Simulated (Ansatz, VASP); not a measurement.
## GaN in VASP and in Ansatz

Contents of INCAR:

```
SYSTEM = GaN
ALGO = Normal
EDIFF = 1E-6
EDIFFG = -0.01
ENCUT = 600
GGA = RP
IBRION = 2
ISIF = 3
ISMEAR = -1
IVDW = 12
LASPH = .True.
LCHARG = .False.
LREAL = .False.
LWAVE = .False.
NELM = 60
NSW = 60
PREC = Accurate
SIGMA = 0.05
```

KPOINTS

```
k-points
0
Gamma
  11 11 11
  0 0 0
```

The input POSCAR:

```
GaN
1.0
    0.0000000000      2.1352350000      2.1352350000
    2.1352350000      0.0000000000      2.1352350000
    2.1352350000      2.1352350000      0.0000000000
Ga N
1 1
Direct
    0.0000000000      0.0000000000      0.0000000000
    0.5000000000      0.5000000000      0.5000000000
```

input.yaml

```yaml
crystal:
  lattice:
    - [0.0, 2.135235, 2.135235]
    - [2.135235, 0.0, 2.135235]
    - [2.135235, 2.135235, 0.0]
  atoms:
    - { symbol: Ga, position: [0.0, 0.0, 0.0] }
    - { symbol: "N", position: [0.5, 0.5, 0.5] }
hamiltonian:
  xc: rpbe
  pseudopotentials: { kind: paw }
  dispersion: d3bj
kpoints:
  mp_grid: { grid: [11, 11, 11] }
scf:
  occupations: { method: fermi_dirac, width: 0.05 }
output:
  forces: true
  stress: true
  eigenvalues: true
relax:
  f_tol: 0.01
  max_steps: 40
  cell: { stress_tol: 0.05 }
```

Alike in both runs: task relaxation of cell and atoms; functional RPBE; dispersion D3(BJ); k mesh 11 × 11 × 11; occupations fermi-dirac, width 0.05 eV; no spin polarisation.

```csv
,VASP,Ansatz
version,VASP 6.6.1,Ansatz 0.2.0
potentials or method,"VASP PAW PBE potentials, release 64 (Ga_d, N)",Ansatz PAW
plane-wave cutoff (eV),600,420
valence electrons in the cell,18,18
```

Ansatz gave:

```
gap on the k mesh at the Fermi level, each at its own relaxed structure (eV) : 1.26
relaxed volume (Å³/atom)                                                     : 8.85
relaxed cell length with the largest relative difference (Å)                 : 2.925
```

Estimate VASP's values.

gap on the k mesh at the Fermi level, each at its own relaxed structure (eV): 1.23; relaxed volume (Å³/atom): 8.88; relaxed cell length with the largest relative difference (Å): 2.928.

VASP's potentials were made for PBE, not for RPBE.

Noted on Ansatz's run: odd divisions of the mesh miss points on the zone boundary, where band edges often lie, so the gap on the mesh can be too wide; the plane-wave basis is chosen anew once the cell has moved, so the energies of steps on either side of that aren't comparable.
